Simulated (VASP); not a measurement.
# AlAs (hb.bA) (F-43m) in VASP: single point with PBEsol

Aim: the single point of AlAs (hb.bA) with PBEsol.

All numbers are computed with VASP 6.6.1; they aren't measurements. Logs are shortened: lines on timing, memory, paths and dates and some standing lists are left out, and cuts for length are marked.

### Step 1. The cell of the first run

It takes space group F-43m (No. 216, cubic). Conventional cell: a = 5.674 Å, b = 5.674 Å, c = 5.674 Å, α = 90.00°, β = 90.00°, γ = 90.00°. Within 3.2 Å of Al (site symmetry -43m) lie 4 As at 2.46 Å. As (site symmetry -43m) has 4 Al at 2.46 Å within 3.2 Å.

### Step 2. Single point, PBEsol

The input, INCAR:

```
PREC = Accurate ; ENCUT = 500
EDIFF = 1E-6 ; ISMEAR = 0
SIGMA = 0.02 ; LREAL = F
LASPH = T ; NELM = 120
ALGO = Normal ; ISIF = 2
LWAVE = F ; LCHARG = F
GGA = PS ; NBANDS = 11
GGA_COMPAT = F
```

The input, KPOINTS:

```
Automatic mesh
0
Gamma
  8 8 8
```

The input, POSCAR:

```
AlAs
1.0
    0.0000000000      2.8372289533      2.8372289533
    2.8372289533      0.0000000000      2.8372289533
    2.8372289533      2.8372289533      0.0000000000
Al As
1 1
Direct
    0.0000000000      0.0000000000      0.0000000000
    0.2500000000      0.2500000000      0.2500000000
```

Potentials or basis: VASP PAW PBE potentials, release 64 (Al, As).

Command:

```
$ cat potpaw_PBE.64/Al/POTCAR potpaw_PBE.64/As/POTCAR > POTCAR
$ mpirun -np 1 vasp_std > vasp.out
```

OUTCAR:

```text
PREC = Accurate
   ENCUT = 500
   EDIFF = 1E-6
   ISMEAR = 0
   LREAL = F
   LASPH = T
   NELM = 120
   ISIF = 2
   GGA = PS

 ion  position               nearest neighbor table
   1  0.000  0.000  0.000-   2 2.46   2 2.46   2 2.46   2 2.46
   2  0.250  0.250  0.250-   1 2.46   1 2.46   1 2.46   1 2.46

  LATTYP: Found a face centered cubic cell.
 ALAT       =     5.6744579066

  Lattice vectors:

 A1 = (   0.0000000000,   2.8372289533,   2.8372289533)
 A2 = (   2.8372289533,   0.0000000000,   2.8372289533)
 A3 = (   2.8372289533,   2.8372289533,   0.0000000000)

Analysis of symmetry for initial positions (statically):
=====================================================================
 Subroutine PRICEL returns:
 Original cell was already a primitive cell.

 Routine SETGRP: Setting up the symmetry group for a
 face centered cubic supercell.

 Subroutine GETGRP returns: Found 24 space group operations
 (whereof 24 operations were pure point group operations)
 out of a pool of 48 trial point group operations.

The static configuration has the point symmetry T_d .

Analysis of symmetry for dynamics (positions and initial velocities):
=====================================================================
 Subroutine PRICEL returns:
 Original cell was already a primitive cell.

 Routine SETGRP: Setting up the symmetry group for a
 face centered cubic supercell.

 Subroutine GETGRP returns: Found 24 space group operations
 (whereof 24 operations were pure point group operations)
 out of a pool of 48 trial point group operations.

The dynamic configuration has the point symmetry T_d .

 Subroutine INISYM returns: Found 24 space group operations
 (whereof 24 operations are pure point group operations),
 and found     1 'primitive' translations

----------------------------------------------------------------------------------------

                                     Primitive cell

  volume of cell :      45.6786

  direct lattice vectors                    reciprocal lattice vectors
     0.000000000  2.837228953  2.837228953    -0.176228288  0.176228288  0.176228288
     2.837228953  0.000000000  2.837228953     0.176228288 -0.176228288  0.176228288
     2.837228953  2.837228953  0.000000000     0.176228288  0.176228288 -0.176228288

  length of vectors
     4.012447665  4.012447665  4.012447665     0.305236348  0.305236348  0.305236348

  position of ions in fractional coordinates (direct lattice)
     0.000000000  0.000000000  0.000000000
     0.250000000  0.250000000  0.250000000

  ion indices of the primitive-cell ions
   primitive index   ion index
                 1           1
                 2           2

----------------------------------------------------------------------------------------

 KPOINTS: Automatic mesh

Automatic generation of k-mesh.
 Grid dimensions read from file:
 generate k-points for:    8    8    8

 Generating k-lattice:

  Cartesian coordinates                     Fractional coordinates (reciprocal lattice)
    -0.022028536  0.022028536  0.022028536     0.125000000  0.000000000  0.000000000
     0.022028536 -0.022028536  0.022028536     0.000000000  0.125000000  0.000000000
     0.022028536  0.022028536 -0.022028536     0.000000000  0.000000000  0.125000000

  Length of vectors
     0.038154543  0.038154543  0.038154543

  Shift w.r.t. Gamma in fractional coordinates (k-lattice)
     0.000000000  0.000000000  0.000000000

 Subroutine IBZKPT returns following result:
 ===========================================

 Found     29 irreducible k-points:

 Following reciprocal coordinates:
            Coordinates               Weight
  0.000000  0.000000  0.000000      1.000000
  0.125000  0.000000  0.000000      8.000000
  0.250000  0.000000  0.000000      8.000000
  0.375000  0.000000  0.000000      8.000000
  0.500000  0.000000  0.000000      4.000000
  0.125000  0.125000  0.000000      6.000000
[... 16 lines left out ...]
  0.500000  0.250000  0.125000     48.000000
 -0.375000  0.250000  0.125000     24.000000
 [... further k-points ...]
   k-points           NKPTS =     29   k-points in BZ     NKDIM =     29   number of bands    NBANDS=     11
   number of dos      NEDOS =    301   number of ions     NIONS =      2
   total plane-waves  NPLWV =  27000
   dimension x,y,z NGX =    30 NGY =   30 NGZ =   30
   dimension x,y,z NGXF=    60 NGYF=   60 NGZF=   60
   ions per type =               1   1
   NGX,Y,Z   is equivalent  to a cutoff of  12.43, 12.43, 12.43 a.u.
   NGXF,Y,Z  is equivalent  to a cutoff of  24.86, 24.86, 24.86 a.u.
 SYSTEM =  unknown system
   PREC   = accura    normal or accurate (medium, high low for compatibility)
   ISTART =      0    job   : 0-new  1-cont  2-samecut
   ICHARG =      2    charge: 1-file 2-atom 10-const
   ISPIN  =      1    spin polarized calculation?
   LNONCOLLINEAR =      F non collinear calculations
   LSORBIT =      F    spin-orbit coupling
   LASPH  =      T    aspherical Exc in radial PAW
   ENCUT  =  500.0 eV  36.75 Ry    6.06 a.u.   7.32  7.32  7.32*2*pi/ulx,y,z
   NELM   =    120;   NELMIN=  2; NELMDL= -5     # of ELM steps
   EDIFF  = 0.1E-05   stopping-criterion for ELM
   LREAL  =      F    real-space projection
   EDIFFG = 0.1E-04   stopping-criterion for IOM
   NSW    =      0    number of steps for IOM
   IBRION =     -1    ionic relax: 0-MD 1-quasi-New 2-CG
   NFREE  =      0    steps in history (QN), initial steepest desc. (CG)
   ISIF   =      2    stress and relaxation
   ISYM   =      2    0-nonsym 1-usesym 2-fastsym
   POTIM  = 0.5000    time-step for ionic-motion
   TEBEG  =    0.0;   TEEND  =   0.0 temperature during run
   PSTRESS=    0.0 pullay stress
   NELECT =       8.0000    total number of electrons
   NUPDOWN=      -1.0000    fix difference up-down
   EMIN   =  10.00;   EMAX   =-10.00  energy-range for DOS
   EFERMI =   0.00;   METHOD = LEGACY
   ISMEAR =     0;   SIGMA  =   0.02  broadening in eV -4-tet -1-fermi 0-gaus
   EFERMI_NEDOS =   21; number of points for ismear=-14 and -15
   IALGO  =     38    algorithm
   IMIX   =      4    mixing-type and parameters
     AMIX     =   0.40;   BMIX     =  1.00
     AMIX_MAG =   1.60;   BMIX_MAG =  1.00
  volume/ion in A,a.u.               =      22.84       154.13
  Fermi-wavevector in a.u.,A,eV,Ry     =   0.915940  1.730876 11.414559  0.838946
  Thomas-Fermi vector in A             =   2.040739
   LORBIT       =      0    0 simple, 1 ext, 2 COOP (PROOUT), +10 PAW based schemes
   GGA     = PS    functional components
   LHFCALC =     F    Hartree Fock is set to
   AEXX    =    0.0000 exact exchange contribution
   IVDW    =     0    specifies the selected vdW correction
   LEPSILON=     F    determine dielectric tensor
   LRPA    =     F    only Hartree local field effects (RPA)
 non-spin polarized calculation
 Gauss-broadening in eV      SIGMA  =   0.02
  energy-cutoff  :      500.00
  volume of cell :       45.68
 maximum number of plane-waves:      1211
 NGX is ok and might be reduce to    30
   NGX = 15   NGY = 15   NGZ = 15

 number of electron       8.0000000 magnetization

 Free energy of the ion-electron system (eV)
  ---------------------------------------------------
  ext. energy  EPLUGINS =         0.00000000
  ---------------------------------------------------
  free energy    TOTEN  =       -10.06467664 eV

  energy without entropy =      -10.06467664  energy(sigma->0) =      -10.06467664

 E-fermi :   3.8269     XC(G=0):  -9.1678

 val. band max:        3.7409487061   @ k =   0.0000   0.0000   0.0000
 cond. band min:       5.0723363777   @ k =   0.5000   0.5000   0.0000
 fundamental gap:      1.3313876716
 Fermi energy:         3.8268720383

 k-point     1 :       0.0000    0.0000    0.0000
  band No.  band energies     occupation
      1      -8.1056      2.00000
      2       3.7409      2.00000
      3       3.7409      2.00000
      4       3.7409      2.00000
      5       5.6644      0.00000
      6       7.9916      0.00000
      7       7.9916      0.00000
      8       7.9916      0.00000
      9      12.4122      0.00000
     10      12.7170      0.00000
     11      12.7170      0.00000

 k-point     2 :       0.1250    0.0000    0.0000
  band No.  band energies     occupation
      1      -7.9536      2.00000
      2       2.2978      2.00000
      3       3.5804      2.00000
      4       3.5804      2.00000
      5       6.4362      0.00000
      6       8.2722      0.00000
      7       8.2722      0.00000
      8       8.3702      0.00000
      9      12.0921      0.00000
     10      12.0921      0.00000
     11      13.1420      0.00000

 k-point     3 :       0.2500    0.0000    0.0000
  band No.  band energies     occupation
      1      -7.5317      2.00000
      2       0.3441      2.00000
      3       3.2640      2.00000
      4       3.2640      2.00000
      5       6.2692      0.00000
      6       8.6074      0.00000
      7       8.6074      0.00000
      8      10.0783      0.00000
      9      11.9814      0.00000
     10      11.9814      0.00000
     11      12.9490      0.00000

 k-point     4 :       0.3750    0.0000    0.0000
  band No.  band energies     occupation
      1      -6.9862      2.00000
      2      -1.1975      2.00000
      3       3.0118      2.00000
      4       3.0118      2.00000
      5       5.9250      0.00000
      6       8.4857      0.00000
      7       8.4857      0.00000
      8      11.2854      0.00000
      9      13.2766      0.00000
     10      13.2766      0.00000
     11      13.3123      0.00000
[... 239 lines left out ...]
 k-point    22 :       0.3750    0.2500    0.1250
  band No.  band energies     occupation
      1      -7.1790      2.00000
      2      -0.0296      2.00000
      3       1.7823      2.00000
      4       2.7652      2.00000
      5       7.2635      0.00000
      6       7.9391      0.00000
      7       8.9583      0.00000
      8      10.2089      0.00000
      9      11.8305      0.00000
     10      14.0829      0.00000
     11      15.6352      0.00000

 k-point    23 :       0.5000    0.2500    0.1250
  band No.  band energies     occupation
      1      -6.6884      2.00000
      2      -1.0371      2.00000
      3       1.1941      2.00000
      4       2.3820      2.00000
      5       7.3444      0.00000
      6       8.1202      0.00000
      7       9.4459      0.00000
      8      10.5374      0.00000
      9      12.9850      0.00000
     10      14.1884      0.00000
     11      15.7682      0.00000

 k-point    24 :      -0.3750    0.2500    0.1250
  band No.  band energies     occupation
      1      -6.4350      2.00000
      2      -1.5147      2.00000
      3       1.0424      2.00000
      4       2.1983      2.00000
      5       7.3355      0.00000
      6       7.8974      0.00000
      7      10.3556      0.00000
      8      11.2864      0.00000
      9      12.0084      0.00000
     10      14.6293      0.00000
     11      15.8938      0.00000

 [... further k-points ...]

------------------------ aborting loop because EDIFF is reached ----------------------------------------

  FORCE on cell =-STRESS in cart. coord.  units (eV):
  Direction    XX          YY          ZZ          XY          YZ          ZX
  --------------------------------------------------------------------------------------
  -------------------------------------------------------------------------------------
  Total        0.0794047      0.0794047      0.0794047      0.0000000      0.0000000     -0.0000000
  in kB        2.7851199      2.7851199      2.7851199      0.0000000      0.0000000     -0.0000000
  external PRESSURE =       2.7851199 kB  Pullay stress =       0.0000000 kB

 VOLUME and BASIS-vectors are now :
 -----------------------------------------------------------------------------
  energy-cutoff  :      500.00
  volume of cell :       45.68
      direct lattice vectors                 reciprocal lattice vectors
     0.000000000  2.837228953  2.837228953    -0.176228288  0.176228288  0.176228288
     2.837228953  0.000000000  2.837228953     0.176228288 -0.176228288  0.176228288
     2.837228953  2.837228953  0.000000000     0.176228288  0.176228288 -0.176228288

 POSITION                                       TOTAL-FORCE (eV/Angst)
 -----------------------------------------------------------------------------------
      0.00000      0.00000      0.00000        -0.000000      0.000000      0.000000
      1.41861      1.41861      1.41861         0.000000     -0.000000     -0.000000
 -----------------------------------------------------------------------------------
    total drift:                                0.000000      0.000000      0.000000

  FREE ENERGIE OF THE ION-ELECTRON SYSTEM (eV)
  ---------------------------------------------------
  free  energy   TOTEN  =       -10.0646766406 eV

  energy  without entropy=      -10.0646766406  energy(sigma->0) =      -10.06467664
```

It used 29 s of CPU time on 1 thread of Intel Xeon 8259CL (shared host).

What came out:

| Property | Result |
| --- | --- |
| Free energy | -10.0647 eV |
| Pressure | 0.3 GPa |
| Band gap on the k mesh | 1.33 eV, indirect (least direct gap 1.92 eV) |

Caveat: the PAW data sets were made with another functional, which shifts forces and pressure a little. As with any semilocal functional, this PBEsol gap is likely too small.
